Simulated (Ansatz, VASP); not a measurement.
KCl: VASP beside Ansatz

File POSCAR:

```
KCl
1.0
    0.0000000000      3.1464700000      3.1464700000
    3.1464700000      0.0000000000      3.1464700000
    3.1464700000      3.1464700000      0.0000000000
K Cl
1 1
Direct
    0.0000000000      0.0000000000      0.0000000000
    0.5000000000      0.5000000000      0.5000000000
```

INCAR.step1

```
ALGO = Normal
EDIFF = 1E-5
ENCUT = 520
GGA = PE
ISIF = 2
ISMEAR = -1
LASPH = True
LCHARG = False
LREAL = False
LWAVE = True
NBANDS = 15
NELM = 80
PREC = Accurate
SIGMA = 0.05
```

INCAR.step2

```
AEXX = 0.25
ALGO = Normal
EDIFF = 1E-7
ENCUT = 520
GGA = PE
HFSCREEN = 0.2
ISIF = 2
ISMEAR = -1
ISTART = 1
LASPH = True
LCHARG = False
LHFCALC = True
LREAL = False
LWAVE = False
NBANDS = 15
NELM = 80
PREC = Accurate
PRECFOCK = Normal
SIGMA = 0.05
```

File KPOINTS:

```
k-points
0
Gamma
  4 4 4
```

Contents of input.yaml:

```yaml
crystal:
  lattice:
    - [0.0, 3.14647, 3.14647]
    - [3.14647, 0.0, 3.14647]
    - [3.14647, 3.14647, 0.0]
  atoms:
    - { symbol: K, position: [0.0, 0.0, 0.0] }
    - { symbol: Cl, position: [0.5, 0.5, 0.5] }
hamiltonian:
  xc: { exchange: pbe, correlation: pbe, exx: { coeff: 0.25, omega: 0.2 } }
  pseudopotentials: { kind: paw }
kpoints:
  mp_grid: { grid: [4, 4, 4] }
scf:
  occupations: { method: fermi_dirac, width: 0.05 }
output:
  forces: true
  stress: true
  eigenvalues: true
  write_density: true
  write_potential: true
  elf: true
  volumetric_format: npy
```

Alike in both runs: task single point; functional PBE-based screened hybrid with a share of 0.25 of exact exchange and HFSCREEN = 0.2; k mesh 4 × 4 × 4; occupations fermi-dirac, width 0.05 eV; no spin polarisation.

|  | VASP | Ansatz |
| --- | --- | --- |
| version | VASP 6.6.1 | Ansatz 0.2.0 |
| potentials or method | VASP PAW PBE potentials, release 64 (K_sv, Cl) | Ansatz PAW |
| plane-wave cutoff (eV) | 520 | 420 |
| valence electrons in the cell | 16 | 16 |

```tsv
	VASP	Ansatz	Ansatz less VASP
gap on the k mesh at the Fermi level (eV)	6.52	6.52	+0.003
least direct gap on the mesh (eV)	6.52	6.52	+0.003
pressure (GPa)	0.5	0.5	-0.03
```

VASP's potentials were made for PBE, not for PBE-based screened hybrid.

The k mesh is coarse, so the values compare programs but aren't converged.
